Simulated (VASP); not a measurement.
A run of VASP 6.6.1 is set up as follows.

File INCAR:

```
PREC     = Accurate       # precision mode
ENCUT    = 520            # plane-wave cutoff, eV
EDIFF    = 1E-6           # SCF threshold, eV
ISMEAR   = 0              # smearing method
SIGMA    = 0.15           # smearing width, eV
LREAL    = False          # projectors in reciprocal space
LASPH    = True           # aspherical terms in the spheres
NELM     = 100            # most SCF steps
ALGO     = Fast           # electronic algorithm
ISIF     = 2              # what is computed and relaxed
LWAVE    = False          # write WAVECAR
LCHARG   = True           # write CHGCAR
GGA      = PS             # functional
LELF     = True           # ELF
LVHAR    = True         
NBANDS   = 12             # bands
```

The input KPOINTS:

```
regular mesh
0
Gamma
  20 20 20
```

Contents of POSCAR:

```
Ag
1.0
    0.0000000000      2.0431000000      2.0431000000
    2.0839620000      0.0000000000      2.0431000000
    2.0839620000      2.0431000000      0.0000000000
Ag
1
Direct
    0.0000000000      0.0000000000      0.0000000000
```

Potentials or basis: VASP PAW PBE potentials, release 64 (Ag).

The run is started by

```sh
$ cat potpaw_PBE.64/Ag/POTCAR > POTCAR
$ mpirun -np 1 vasp_std > vasp.out
```

Task: Predict the pressure.

Result: -4.6 GPa.

Stress tensor (GPa, compression positive):
```
-5.16  0.00  0.00
 0.00 -4.38  0.00
 0.00  0.00 -4.38
```

Caveat: the cell differs from its parent crystal (strain +0.0200 x Voigt [1, 0, 0, 0, 0, 0]); the PAW data sets were made with another functional, which shifts forces and pressure a little.
